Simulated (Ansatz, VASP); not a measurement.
**Ge in VASP and in Ansatz**

```
Ge
1.0
     0.00000    2.80090    2.88535
     2.80090    0.00000    2.88535
     2.80090    2.80090    0.00000
Ge
2
Direct
  0.50000 0.50000 0.50000
  0.75000 0.75000 0.75000
```

Change from the starting cell: z stretched by +2 % at fixed volume, PAW files.

Alike in both runs: task electric field gradients; functional PBE; k mesh 11 × 11 × 11; occupations fermi-dirac, width 0.05 eV; no spin polarisation.

|  | VASP | Ansatz |
| --- | --- | --- |
| version | VASP 6.6.1 | Ansatz 0.2.0 |
| potentials or method | VASP PAW PBE potentials, release 64 (Ge_d) | PAW with Ansatz's default frozen-core files, scalar-relativistic |
| plane-wave cutoff (eV) | 520 | 420 |
| valence electrons in the cell | 28 | 28 |

|  | VASP | Ansatz | Ansatz less VASP |
| --- | --- | --- | --- |
| pressure (GPa) | 3.6 | 3.7 | +0.06 |
| traceless stress, the component that is largest in VASP (GPa) | -1.47 | -1.47 | -0.001 |
| size of Vzz on the site where it differs most (V/Å²) | 0.7 | 0.9 | +0.24 |

The functional is the same, so the differences come from potentials, cutoffs and numerics.
